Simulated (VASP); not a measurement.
Write the native input for VASP 6.6.1 that does the following.

* Task: single point
* Functional: LDA
* Potentials or basis: VASP PAW LDA potentials, release 64 (Ge_d)
* Cutoff: 520 eV
* k mesh: 15 × 15 × 15
* Occupations: fermi-dirac, width 0.1 eV
* Spin: no spin polarisation
* Dipole correction: no
* Further INCAR settings: ALGO = Normal; EDIFF = 1e-06; NBANDS = 13

The structure of Ge lies in POSCAR:

```
Ge
1.0
    0.0000000000      2.1646214827      2.1646214827
    2.1646214827      0.0000000000      2.1646214827
    2.1646214827      2.1646214827      0.0000000000
Ge
1
Direct
    0.0000000000      0.0000000000      0.0000000000
```

This cell differs from its parent crystal: volume scaled by 1.12.

One way to write it, as run:

INCAR

```
SYSTEM = Ge
ALGO = Normal
EDIFF = 1E-6
ENCUT = 520
GGA = CA
ISIF = 2
ISMEAR = -1
LASPH = .True.
LCHARG = .False.
LREAL = .False.
LWAVE = .False.
NBANDS = 13
NELM = 60
PREC = Accurate
SIGMA = 0.1
```

KPOINTS

```
k-points
0
Gamma
  15 15 15
  0 0 0
```

Potentials or basis: VASP PAW LDA potentials, release 64 (Ge_d).

Launch:

```bash
$ cat potpaw_LDA.64/Ge_d/POTCAR > POTCAR
$ mpirun -np 1 vasp_std > vasp.out
```

It gave:

| Item | Value |
| --- | --- |
| Pressure | -6.5 GPa |
| Band gap on the k mesh | zero (band 7 reaches 13.94 eV, above the bottom of band 8 at 3.68 eV) |

Wall time 7.8 s on 1 thread of Intel Xeon 6975P-C (shared host), peak memory 0.15 GiB.
